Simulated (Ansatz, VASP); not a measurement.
**Mg: VASP beside Ansatz**

Contents of INCAR:

```
PREC = Accurate ; ENCUT = 520
EDIFF = 1E-7 ; ISMEAR = -1
SIGMA = 0.05 ; LREAL = F
LASPH = T ; NELM = 100
ALGO = Fast ; ISIF = 2
LWAVE = F ; LCHARG = F
GGA = RE ; IVDW = 13
NBANDS = 9
```

KPOINTS

```
regular mesh
0
Gamma
  10 10 5
```

The input POSCAR:

```
Mg
1.0
    3.2515324747      0.0000000000      0.0000000000
   -1.6257662373      2.8159097243      0.0000000000
    0.0000000000      0.0000000000      5.2788644417
Mg
2
Direct
    0.6666666667      0.3333333333      0.7500000000
    0.3333333333      0.6666666667      0.2500000000
```

Contents of input.yaml:

```yaml
crystal:
  lattice:
    - [3.2515324747, 0.0, 0.0]
    - [-1.6257662373, 2.8159097243, 0.0]
    - [0.0, 0.0, 5.2788644417]
  atoms:
    - { symbol: Mg, position: [0.6666666667, 0.3333333333, 0.75] }
    - { symbol: Mg, position: [0.3333333333, 0.6666666667, 0.25] }
hamiltonian:
  xc: revpbe
  pseudopotentials: { kind: paw }
  dispersion: d4
kpoints:
  mp_grid: { grid: [10, 10, 5] }
scf:
  occupations: { method: fermi_dirac, width: 0.05 }
output:
  forces: true
  stress: true
  eigenvalues: true
```

Alike in both runs: task single point; functional revPBE; dispersion D4; k mesh 10 × 10 × 5; occupations fermi-dirac, width 0.05 eV; no spin polarisation.

|  | VASP | Ansatz |
| --- | --- | --- |
| version | VASP 6.6.1 | Ansatz 0.2.0 |
| potentials or method | VASP PAW PBE potentials, release 64 (Mg) | Ansatz PAW |
| plane-wave cutoff (eV) | 520 | 420 |
| valence electrons in the cell | 4 | 20 |

|  | VASP | Ansatz | Ansatz less VASP |
| --- | --- | --- | --- |
| gap on the k mesh at the Fermi level (eV) | none | none | - |
| pressure (GPa) | -2.5 | -2.4 | +0.18 |
| traceless stress, the component that is largest in VASP (GPa) | 0.76 | 0.75 | -0.003 |

VASP's potentials were made for PBE, not for revPBE. A gap of «none» marks a metal or a gap that the smearing closes. VASP's potentials hold 4 valence electrons a cell and Ansatz's 20, so a difference there can come from the potentials and not from the codes.
